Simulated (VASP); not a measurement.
# MnS (Fm-3m) in VASP: further runs, part 2 of 3

VASP 6.6.1. The steps go on from the part before.

**4. Single point, PBE, collinear spin, ferromagnetic start**

Input file INCAR:

```
ALGO     = Normal         # electronic algorithm
EDIFF    = 1E-7           # SCF threshold, eV
ENCUT    = 520            # plane-wave cutoff, eV
GGA      = PE             # functional
ISIF     = 2              # what is computed and relaxed
ISMEAR   = -1             # smearing method
ISPIN    = 2              # spin polarisation
LASPH    = True           # aspherical terms in the spheres
LCHARG   = False          # write CHGCAR
LMAXMIX  = 4              # l up to which the mixer works
LORBIT   = 11             # projections on sites
LREAL    = False          # projectors in reciprocal space
LWAVE    = False          # write WAVECAR
MAGMOM   = 4 0            # initial moments
NBANDS   = 20             # bands
NELM     = 150            # most SCF steps
PREC     = Accurate       # precision mode
SIGMA    = 0.05           # smearing width, eV
```

Input file KPOINTS:

```
k-points
0
Gamma
  7 7 7
```

Input file POSCAR:

```
MnS
1.0
    0.0000000000      2.6045000000      2.6045000000
    2.6045000000      0.0000000000      2.6045000000
    2.6045000000      2.6045000000      0.0000000000
Mn S
1 1
Direct
    0.0000000000      0.0000000000      0.0000000000
    0.5000000000      0.5000000000      0.5000000000
```

Potentials or basis: VASP PAW PBE potentials, release 64 (Mn_pv, S).

Run with:

```console
$ cat potpaw_PBE.64/Mn_pv/POTCAR potpaw_PBE.64/S/POTCAR > POTCAR
$ mpirun -np 1 vasp_std > vasp.out
```

Wall time 54 s (1 thread of AMD EPYC 7R13 (Zen 3), shared host); peak memory 0.15 GiB.

It converged, with:

- Free energy: -14.0772 eV
- Pressure: -3.2 GPa
- Net moment: 4.69 μB per cell
- Site moments: Mn +4.25; S +0.10 μB
- Valence electrons inside the program's atomic spheres: Mn 11.31; S 3.73

Levels at points of the mesh, in eV from the Fermi level:
Spin up:
```
           k point  band 9  band 10  band 11  band 12  band 13  band 14  band 15  band 16
(0.00, 0.00, 0.00)   -3.33    -1.93    -1.93    -1.93     1.66     8.55     8.55     8.55
```
Spin down:
| k point | band 5 | band 6 | band 7 | band 8 | band 9 | band 10 |
| --- | --- | --- | --- | --- | --- | --- |
| (0.00, 0.00, 0.00) | -1.72 | -1.72 | -1.72 | 0.26 | 0.26 | 0.26 |

Caveat: a cell with one magnetic atom can't hold antiferromagnetic order, which such compounds often take; semilocal functionals often make such compounds metallic where correlation or magnetic order opens a gap, which also shifts bond lengths. With open d or f shells a metallic result of PBE can be an artefact of self-interaction; +U or a hybrid may open a gap.

**5. Single point, r2SCAN, collinear spin, ferromagnetic start**

POSCAR is that of step 4.

Input file INCAR.step1:

```
  PREC = Accurate
  ENCUT = 520
  ISMEAR = -1
  SIGMA = 0.05
  LREAL = False
  LASPH = True
  NELM = 150
  ISPIN = 2
  MAGMOM = 4 0
  LMAXMIX = 4
  NBANDS = 20
  GGA = PE
  ALGO = Normal
  EDIFF = 1E-4
  LWAVE = True
  LCHARG = False
```

Input file INCAR.step2:

```
  PREC = Accurate
  ENCUT = 520
  EDIFF = 1E-7
  ISMEAR = -1
  SIGMA = 0.05
  LREAL = False
  LASPH = True
  NELM = 150
  ALGO = Normal
  ISIF = 2
  LWAVE = False
  LCHARG = False
  ISPIN = 2
  MAGMOM = 4 0
  LORBIT = 11
  LMAXMIX = 4
  METAGGA = R2SCAN
  LMIXTAU = True
  NBANDS = 20
  ISTART = 1
```

Input file KPOINTS:

```
Automatic mesh
0
Gamma
  7 7 7
```

Potentials or basis: VASP PAW PBE potentials, release 64 (Mn_pv, S).

Run with:

```console
$ cat potpaw_PBE.64/Mn_pv/POTCAR potpaw_PBE.64/S/POTCAR > POTCAR
$ cp INCAR.step1 INCAR
$ mpirun -np 1 vasp_std > vasp.out
$ cp INCAR.step2 INCAR
$ mpirun -np 1 vasp_std > vasp.out
```

OUTCAR:

```text
PREC = Accurate
   ENCUT = 520
   EDIFF = 1E-7
   ISMEAR = -1
   LREAL = False
   LASPH = True
   NELM = 150
   ISIF = 2
   ISPIN = 2
   LORBIT = 11
   METAGGA = R2SCAN
   ISTART = 1

 ion  position               nearest neighbor table
   1  0.000  0.000  0.000-   2 2.60   2 2.60   2 2.60   2 2.60   2 2.60   2 2.60
   2  0.500  0.500  0.500-   1 2.60   1 2.60   1 2.60   1 2.60   1 2.60   1 2.60

  LATTYP: Found a face centered cubic cell.
 ALAT       =     5.2090000000

  Lattice vectors:

 A1 = (   0.0000000000,   2.6045000000,   2.6045000000)
 A2 = (   2.6045000000,   0.0000000000,   2.6045000000)
 A3 = (   2.6045000000,   2.6045000000,   0.0000000000)

Analysis of symmetry for initial positions (statically):
=====================================================================
 Subroutine PRICEL returns:
 Original cell was already a primitive cell.

 Routine SETGRP: Setting up the symmetry group for a
 face centered cubic supercell.

 Subroutine GETGRP returns: Found 48 space group operations
 (whereof 48 operations were pure point group operations)
 out of a pool of 48 trial point group operations.

The static configuration has the point symmetry O_h .

Analysis of symmetry for dynamics (positions and initial velocities):
=====================================================================
 Subroutine PRICEL returns:
 Original cell was already a primitive cell.

 Routine SETGRP: Setting up the symmetry group for a
 face centered cubic supercell.

 Subroutine GETGRP returns: Found 48 space group operations
 (whereof 48 operations were pure point group operations)
 out of a pool of 48 trial point group operations.

The dynamic configuration has the point symmetry O_h .

Analysis of structural, dynamic, and magnetic symmetry:
=====================================================================
 Subroutine PRICEL returns:
 Original cell was already a primitive cell.

 Routine SETGRP: Setting up the symmetry group for a
 face centered cubic supercell.

 Subroutine GETGRP returns: Found 48 space group operations
 (whereof 48 operations were pure point group operations)
 out of a pool of 48 trial point group operations.

The overall configuration has the point symmetry O_h .

 Subroutine INISYM returns: Found 48 space group operations
 (whereof 48 operations are pure point group operations),
 and found     1 'primitive' translations

----------------------------------------------------------------------------------------

                                     Primitive cell

  volume of cell :      35.3348

  direct lattice vectors                    reciprocal lattice vectors
     0.000000000  2.604500000  2.604500000    -0.191975427  0.191975427  0.191975427
     2.604500000  0.000000000  2.604500000     0.191975427 -0.191975427  0.191975427
     2.604500000  2.604500000  0.000000000     0.191975427  0.191975427 -0.191975427

  length of vectors
     3.683319223  3.683319223  3.683319223     0.332511194  0.332511194  0.332511194

  position of ions in fractional coordinates (direct lattice)
[... 8 lines left out ...]
----------------------------------------------------------------------------------------

[... 55 lines left out ...]
   PREC   = accura    normal or accurate (medium, high low for compatibility)
   ISTART =      1    job   : 0-new  1-cont  2-samecut
   ICHARG =      0    charge: 1-file 2-atom 10-const
   ISPIN  =      2    spin polarized calculation?
   LNONCOLLINEAR =      F non collinear calculations
   LSORBIT =      F    spin-orbit coupling
   LASPH  =      T    aspherical Exc in radial PAW
   ENCUT  =  520.0 eV  38.22 Ry    6.18 a.u.   6.85  6.85  6.85*2*pi/ulx,y,z
   NELM   =    150;   NELMIN=  2; NELMDL=  0     # of ELM steps
   EDIFF  = 0.1E-06   stopping-criterion for ELM
   LREAL  =      F    real-space projection
   EDIFFG = 0.1E-05   stopping-criterion for IOM
   NSW    =      0    number of steps for IOM
   IBRION =     -1    ionic relax: 0-MD 1-quasi-New 2-CG
   NFREE  =      0    steps in history (QN), initial steepest desc. (CG)
   ISIF   =      2    stress and relaxation
   ISYM   =      2    0-nonsym 1-usesym 2-fastsym
   POTIM  = 0.5000    time-step for ionic-motion
   TEBEG  =    0.0;   TEEND  =   0.0 temperature during run
   PSTRESS=    0.0 pullay stress
   NELECT =      19.0000    total number of electrons
   NUPDOWN=      -1.0000    fix difference up-down
   EMIN   =  10.00;   EMAX   =-10.00  energy-range for DOS
   EFERMI =   0.00;   METHOD = LEGACY
   ISMEAR =    -1;   SIGMA  =   0.05  broadening in eV -4-tet -1-fermi 0-gaus
   EFERMI_NEDOS =   21; number of points for ismear=-14 and -15
   IALGO  =     38    algorithm
   IMIX   =      4    mixing-type and parameters
     AMIX     =   0.40;   BMIX     =  1.00
     AMIX_MAG =   1.60;   BMIX_MAG =  1.00
  volume/ion in A,a.u.               =      17.67       119.23
  Fermi-wavevector in a.u.,A,eV,Ry     =   1.331246  2.515690 24.112464  1.772216
  Thomas-Fermi vector in A             =   2.460272
   LORBIT       =     11    0 simple, 1 ext, 2 COOP (PROOUT), +10 PAW based schemes
   METAGGA = R2SCAN    functional components
   LHFCALC =     F    Hartree Fock is set to
   AEXX    =    0.0000 exact exchange contribution
   IVDW    =     0    specifies the selected vdW correction
   LEPSILON=     F    determine dielectric tensor
   LRPA    =     F    only Hartree local field effects (RPA)
 spin polarized calculation
  energy-cutoff  :      520.00
  volume of cell :       35.33
 maximum number of plane-waves:       966
   NGX = 13   NGY = 13   NGZ = 13

 number of electron      18.9999989 magnetization       4.9666023

 Free energy of the ion-electron system (eV)
  ---------------------------------------------------
  ext. energy  EPLUGINS =         0.00000000
  ---------------------------------------------------
  free energy    TOTEN  =       -24.87683334 eV

  energy without entropy =      -24.87418229  energy(sigma->0) =      -24.87550781

 E-fermi :   6.6706     XC(G=0): -11.2158

 val. band max:        6.5822156856   @ k =  -0.2857   0.1429   0.0000
 cond. band min:       6.9310158665   @ k =   0.2857   0.2857   0.0000
 fundamental gap:      0.3488001809
 Fermi energy:         6.6705834103

 spin component 1

 k-point     1 :       0.0000    0.0000    0.0000
  band No.  band energies     occupation
      1     -46.6160      1.00000
      2     -46.6160      1.00000
      3     -46.6160      1.00000
      4      -8.6038      1.00000
      5       2.5929      1.00000
      6       2.5929      1.00000
[... 436 lines left out ...]
      6       0.9177      1.00000
[... 12 lines left out ...]
     19      22.6893      0.00000
     20      24.0945      0.00000
 Fermi energy:         6.6705834103

 spin component 2

 k-point     1 :       0.0000    0.0000    0.0000
  band No.  band energies     occupation
      1     -40.3713      1.00000
      2     -40.3713      1.00000
      3     -40.3712      1.00000
      4      -8.2508      1.00000
      5       4.9229      1.00000
      6       4.9229      1.00000
[... 449 lines left out ...]
     19      23.6613      0.00000
     20      25.0470      0.00000

------------------------ aborting loop because EDIFF is reached ----------------------------------------

  FORCE on cell =-STRESS in cart. coord.  units (eV):
  Direction    XX          YY          ZZ          XY          YZ          ZX
  --------------------------------------------------------------------------------------
  -------------------------------------------------------------------------------------
  Total        0.0585111      0.0585111      0.0585111      0.0000000      0.0000000     -0.0000000
  in kB        2.6530511      2.6530511      2.6530511      0.0000000      0.0000000     -0.0000000
  external PRESSURE =       2.6530511 kB  Pullay stress =       0.0000000 kB

 VOLUME and BASIS-vectors are now :
 -----------------------------------------------------------------------------
  energy-cutoff  :      520.00
  volume of cell :       35.33
      direct lattice vectors                 reciprocal lattice vectors
     0.000000000  2.604500000  2.604500000    -0.191975427  0.191975427  0.191975427
     2.604500000  0.000000000  2.604500000     0.191975427 -0.191975427  0.191975427
     2.604500000  2.604500000  0.000000000     0.191975427  0.191975427 -0.191975427

 POSITION                                       TOTAL-FORCE (eV/Angst)
 -----------------------------------------------------------------------------------
      0.00000      0.00000      0.00000        -0.000000      0.000000      0.000000
      2.60450      2.60450      2.60450         0.000000     -0.000000     -0.000000
 -----------------------------------------------------------------------------------
    total drift:                               -0.000000      0.000000      0.000000

  FREE ENERGIE OF THE ION-ELECTRON SYSTEM (eV)
  ---------------------------------------------------
  free  energy   TOTEN  =       -24.8768333408 eV

  energy  without entropy=      -24.8741822875  energy(sigma->0) =      -24.87550781

 total charge

# of ion       s       p       d       tot
------------------------------------------
    1        0.219   6.161   4.899  11.279
    2        1.310   2.478   0.000   3.788
--------------------------------------------------
tot          1.529   8.639   4.899  15.067

 magnetization (x)

# of ion       s       p       d       tot
------------------------------------------
    1        0.050   0.037   4.402   4.490
    2        0.030   0.106   0.000   0.135
--------------------------------------------------
tot          0.080   0.143   4.402   4.625
```

Run time: 2.9 min. Hardware: 1 thread of AMD EPYC 7R13 (Zen 3), shared host; peak memory 0.16 GiB.

What came out:

```yaml
Free_energy: -24.8768 eV
Pressure: 0.3 GPa
Band_gap_on_the_k_mesh: zero (filled and empty bands overlap)
Net_moment: 4.97 μB per cell
Site_moments: Mn +4.49; S +0.14 μB
Valence_electrons_inside_the_program's_atomic_spheres: Mn 11.28; S 3.79
```

Caveat: the PAW data sets were made with another functional, which shifts forces and pressure a little; a cell with one magnetic atom can't hold antiferromagnetic order, which such compounds often take; semilocal functionals often make such compounds metallic where correlation or magnetic order opens a gap, which also shifts bond lengths.

(Continued in part 3 of 3.)
